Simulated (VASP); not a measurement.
Runs of VASP 6.6.1 on TiAl. The structure is that of space group P-6m2 (No. 187), or close to it. The cells are those of the table. 

| level | cell | k mesh | gap on the mesh (eV) | pressure (GPa) |
| --- | --- | --- | --- | --- |
| r2SCAN | a = 2.777, b = 2.777, c = 4.531 Å, angles 90.0, 90.0, 120.0°, 2 atoms | 18 × 18 × 10 | none | (a) |
| PBE | a = 2.974, b = 2.974, c = 4.993 Å, angles 90.0, 90.0, 120.0°, 2 atoms | 18 × 18 × 10 | none | (b) |
| PBE | a = 3.015, b = 3.015, c = 4.848 Å, angles 90.0, 90.0, 120.0°, 2 atoms | 18 × 18 × 10 | none | -10.9 |
| PBE | a = 2.800, b = 2.800, c = 4.639 Å, angles 90.0, 90.0, 120.0°, 2 atoms | 18 × 18 × 10 | none | 6.6 |
| PBE | a = 2.867, b = 2.867, c = 4.678 Å, angles 90.0, 90.0, 120.0°, 2 atoms | 15 × 15 × 8 | none | -0.1 |
| PBE | a = 2.972, b = 2.972, c = 4.919 Å, angles 90.0, 90.0, 120.0°, 2 atoms | 18 × 18 × 10 | none | -10.1 |
| PBE | a = 2.867, b = 2.867, c = 4.678 Å, angles 90.0, 90.0, 120.0°, 2 atoms | 9 × 9 × 4 | none | 0.2 |

Alike in all rows: task single point; potentials or basis VASP PAW PBE potentials, release 64 (Ti_sv, Al); no spin polarisation; cutoff (eV) 520; smearing gaussian 0.1 eV.

Task: Estimate the missing entries.

Result: (a) 11.6; (b) -11.0.

Caveats: the PAW data sets were made with another functional, which shifts forces and pressure a little (some runs).

A gap of «none» marks levels without a gap at the run's occupations.
